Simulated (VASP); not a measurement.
NaPS:

```
Na P S
1.0
     4.74711    0.00000    0.00000
     0.00000    4.74711    0.00000
     0.00000    0.00000    6.71343
Na P S
2 2 2
Direct
  0.00000 0.50000 0.00000
  0.50000 0.00000 0.50000
  0.00000 0.00000 0.75000
  0.00000 0.00000 0.25000
  0.50000 0.50000 0.25000
  0.50000 0.50000 0.75000
```

- Program: VASP 6.6.1
- Task: relaxation of cell and atoms
- Functional: PBE
- Potentials or basis: VASP PAW PBE potentials, release 64 (Na_pv, P, S)
- Cutoff: 600 eV
- k mesh: 4 × 4 × 4
- Occupations: gaussian, width 0.1 eV
- Spin: no spin polarisation

At the start: pressure -5.6 GPa; volume 25.21 Å³/atom.

**Question.** How do energy, volume and symmetry change on relaxing?

**Answer.** Over 20 steps the energy falls by 706.0 meV/atom and the volume is 20.03 Å³/atom (-20.6 %); space group P4_2/mmc (No. 131, to 0.05 Å).

The path:
```
step  energy change (eV)  largest force (eV/Å)  pressure (GPa)  volume (Å³)
   1              0.0000                0.0000           -5.58       151.29
   2             -0.6606                0.0000           -3.13       132.81
   3             -0.9241                0.0000            0.76       119.39
   4             -0.9380                0.0000            2.42       115.52
   5             -1.5652                0.0000            4.73       109.91
   6             -2.2979                0.0000           24.08        89.66
   7             -2.5803                0.0000           16.17        95.53
   8             -2.5135                0.0000           20.08        92.45
   9             -2.6571                0.0000           20.00        92.66
  10             -2.8797                0.0000           19.47        93.02
  11             -2.2646                0.0000           22.95        92.64
  12             -2.8767                0.0000           19.76        93.06
  13             -3.1273                0.0000           17.11        95.24
  14             -3.7044                0.0000           10.69       101.98
  15             -4.2153                0.0000            1.46       116.39
  16             -4.2292                0.0000            0.22       119.16
  17             -4.2295                0.0000           -0.01       119.72
  18             -4.2313                0.0000            0.00       119.77
  19             -4.2351                0.0000            0.02       119.91
  20             -4.2360                0.0000            0.08       120.17
```

Final structure:
```yaml
crystal:
  lattice:
    - [3.57107, 0.00000, 0.00000]
    - [0.00000, 3.57107, 0.00000]
    - [0.00000, 0.00000, 9.42343]
  atoms:
    - { symbol: Na, position: [0.00000, 0.50000, 0.00000] }
    - { symbol: Na, position: [0.50000, 0.00000, 0.50000] }
    - { symbol: P, position: [0.00000, 0.00000, 0.75000] }
    - { symbol: P, position: [0.00000, 0.00000, 0.25000] }
    - { symbol: S, position: [0.50000, 0.50000, 0.25000] }
    - { symbol: S, position: [0.50000, 0.50000, 0.75000] }
```

Caveat: the volume moved by over 15 % at a fixed basis, so the end points are rough.
